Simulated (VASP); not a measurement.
Input of a VASP 6.6.1 run:

File INCAR:

```
ALGO = Fast
EDIFF = 1E-7
ENCUT = 520
GGA = PS
ISIF = 2
ISMEAR = 0
LASPH = T
LCHARG = F
LREAL = F
LWAVE = F
NBANDS = 11
NELM = 80
PREC = Accurate
SIGMA = 0.15
```

The input KPOINTS:

```
k-points
0
Gamma
  20 20 20
```

File POSCAR:

```
Pt
1.0
    0.0220263750      1.9579000000      1.9579000000
    1.9579000000      0.0220263750      1.9579000000
    1.9799263750      1.9799263750      0.0000000000
Pt
1
Direct
    0.0000000000      0.0000000000      0.0000000000
```

Potentials or basis: VASP PAW PBE potentials, release 64 (Pt).

Run with:

```sh
$ cat potpaw_PBE.64/Pt/POTCAR > POTCAR
$ mpirun -np 1 vasp_std > vasp.out
```

(1) What does it give for the band gap on the k mesh?

(2) Predict the pressure.

## Answers

(1) zero (band 5 reaches 11.70 eV, above the bottom of band 6 at 9.41 eV).

(2) 0.4 GPa.

Caveat: the cell differs from its parent crystal (strain +0.0225 x Voigt [0, 0, 0, 0, 0, 1]); the PAW data sets were made with another functional, which shifts forces and pressure a little; spin-orbit coupling is left out, which moves the levels of the heavy elements.
